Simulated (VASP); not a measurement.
Crystal: In4SbAs3.

```
In Sb As
1.0
     6.35056   -0.02627    0.07174
    -0.02627    6.23482   -0.02662
    -3.09052   -3.13085    6.30541
In Sb As
4 1 3
Direct
  0.37954 0.87925 0.26413
  0.87461 0.38412 0.25915
  0.10411 0.13040 0.74666
  0.62125 0.59299 0.72474
  0.99398 0.97072 0.99534
  0.27112 0.76531 0.50300
  0.75639 0.25729 0.51274
  0.49901 0.51992 0.99424
```

* Program: VASP 6.6.1
* Task: relaxation of cell and atoms
* Functional: PBE
* Potentials or basis: VASP PAW PBE potentials, release 64 (In_d, Sb, As)
* Cutoff: 600 eV
* k mesh: 4 × 4 × 4
* Occupations: gaussian, width 0.2 eV
* Spin: no spin polarisation

At the start: pressure 0.8 GPa; volume 31.31 Å³/atom.

Where does the relaxation end?

Over 16 steps the energy falls by 77.4 meV/atom and the volume is 31.28 Å³/atom (-0.1 %); space group P1 (No. 1, to 0.1 Å) before, I-42m (No. 121, to 0.1 Å).

Step by step:
```csv
step,energy change (eV),largest force (eV/Å),pressure (GPa),volume (Å³)
1,0.0000,1.6805,0.79,250.51
2,-0.4146,0.7549,-0.81,256.12
3,-0.4408,0.7098,-1.15,258.13
4,-0.5706,0.3475,-0.03,250.55
5,-0.5796,0.3343,0.42,248.06
6,-0.6036,0.1453,-0.02,250.25
7,-0.6056,0.1293,-0.17,251.09
8,-0.6094,0.0932,0.03,250.00
9,-0.6095,0.1018,0.05,249.85
10,-0.6117,0.0757,0.04,249.91
11,-0.6148,0.0953,0.02,250.08
12,-0.6167,0.0717,-0.02,250.27
13,-0.6177,0.0499,-0.06,250.53
14,-0.6188,0.0365,0.02,250.10
15,-0.6188,0.0402,0.03,250.05
16,-0.6191,0.0227,-0.01,250.27
```

Final structure:
```cif
data_structure
_symmetry_space_group_name_H-M 'P 1'
_symmetry_Int_Tables_number 1
_cell_length_a 6.3062
_cell_length_b 6.3057
_cell_length_c 7.7123
_cell_angle_alpha 114.118
_cell_angle_beta 114.133
_cell_angle_gamma 89.983
_cell_volume 250.27
loop_
_atom_site_label
_atom_site_type_symbol
_atom_site_fract_x
_atom_site_fract_y
_atom_site_fract_z
_atom_site_occupancy
In1 In 0.39104 0.86987 0.25804 1
In2 In 0.86890 0.39035 0.25800 1
In3 In 0.13162 0.13052 0.74245 1
In4 In 0.60882 0.60916 0.74167 1
Sb1 Sb 0.99887 0.99905 0.99989 1
As1 As 0.25058 0.75057 0.49943 1
As2 As 0.75096 0.25094 0.50043 1
As3 As 0.49922 0.49955 0.00010 1
```
